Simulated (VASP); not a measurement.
TeAs:

```
CELL_PARAMETERS angstrom
4.48000 0.00000 0.00000
-2.24000 3.87979 0.00000
0.00000 0.00000 7.31584
ATOMIC_POSITIONS crystal
Te 0.33333 0.66667 0.00000
Te 0.66667 0.33333 0.50000
As 0.33333 0.66667 0.37500
As 0.66667 0.33333 0.87500
```

```yaml
Program: VASP 6.6.1
Task: relaxation of cell and atoms
Functional: LDA
Potentials_or_basis: VASP PAW LDA potentials, release 64 (Te, As)
Cutoff: 600 eV
k_mesh: 6 × 6 × 3
Occupations: fermi-dirac, width 0.02 eV
Spin: no spin polarisation
```

At the start: pressure 3.3 GPa; volume 31.79 Å³/atom.

**Question.** How do energy, volume and symmetry change on relaxing?

**Answer.** Over 33 steps the energy falls by 263.6 meV/atom and the volume is 30.12 Å³/atom (-5.2 %); space group P6_3/mmc (No. 194, to 0.05 Å).

Step by step:
| step | energy change (eV) | largest force (eV/Å) | pressure (GPa) | volume (Å³) |
| --- | --- | --- | --- | --- |
| 1 | 0.0000 | 0.7175 | 3.27 | 127.16 |
| 2 | -0.1629 | 0.6463 | -1.05 | 139.48 |
| 3 | -0.1630 | 0.6434 | -1.10 | 139.67 |
| 4 | -0.2614 | 0.4415 | -0.82 | 139.20 |
| 5 | -0.3418 | 0.3167 | -0.20 | 138.48 |
| 6 | -0.3094 | 0.1804 | 1.51 | 137.05 |
| 7 | -0.3709 | 0.1027 | 0.62 | 137.73 |
| 8 | -0.3755 | 0.1510 | 0.20 | 138.11 |
| 9 | -0.3784 | 0.0440 | 0.36 | 137.95 |
| 10 | -0.4187 | 0.0126 | -0.96 | 139.91 |
| 11 | -0.4194 | 0.0089 | -1.12 | 140.14 |
| 12 | -0.4545 | 0.0208 | -0.18 | 134.30 |
| 13 | -0.4782 | 0.0229 | 0.25 | 130.77 |
| 14 | -0.6374 | 0.2780 | 1.32 | 123.73 |
| 15 | -0.7815 | 0.6367 | 6.65 | 109.70 |
| 16 | -0.8374 | 0.6302 | 3.81 | 115.13 |
| 17 | -0.8447 | 0.6884 | 4.57 | 113.38 |
| 18 | -0.8487 | 0.6869 | 4.73 | 113.02 |
| 19 | -0.8502 | 0.6694 | 5.15 | 112.13 |
| 20 | -0.8509 | 0.6781 | 5.02 | 112.40 |
| 21 | -0.8574 | 0.6708 | 4.91 | 112.55 |
| 22 | -0.8763 | 0.6488 | 4.58 | 113.00 |
| 23 | -0.9105 | 0.6042 | 3.95 | 113.90 |
| 24 | -0.9655 | 0.5143 | 2.73 | 115.72 |
| 25 | -1.0250 | 0.3419 | 0.58 | 119.40 |
| 26 | -1.0314 | 0.2729 | -0.23 | 120.99 |
| 27 | -1.0314 | 0.2655 | -0.32 | 121.17 |
| 28 | -1.0359 | 0.2388 | -0.30 | 121.14 |
| 29 | -1.0466 | 0.1650 | -0.23 | 121.06 |
| 30 | -1.0527 | 0.0259 | -0.07 | 120.88 |
| 31 | -1.0534 | 0.0581 | -0.12 | 120.92 |
| 32 | -1.0540 | 0.0454 | -0.06 | 120.78 |
| 33 | -1.0546 | 0.0203 | 0.06 | 120.49 |

Final structure:
```
CELL_PARAMETERS angstrom
4.77787 0.00000 0.00000
-2.38893 4.13776 0.00000
0.00000 0.00000 6.09493
ATOMIC_POSITIONS crystal
Te 0.33333 0.66667 0.93787
Te 0.66667 0.33333 0.43787
As 0.33333 0.66667 0.43713
As 0.66667 0.33333 0.93713
```
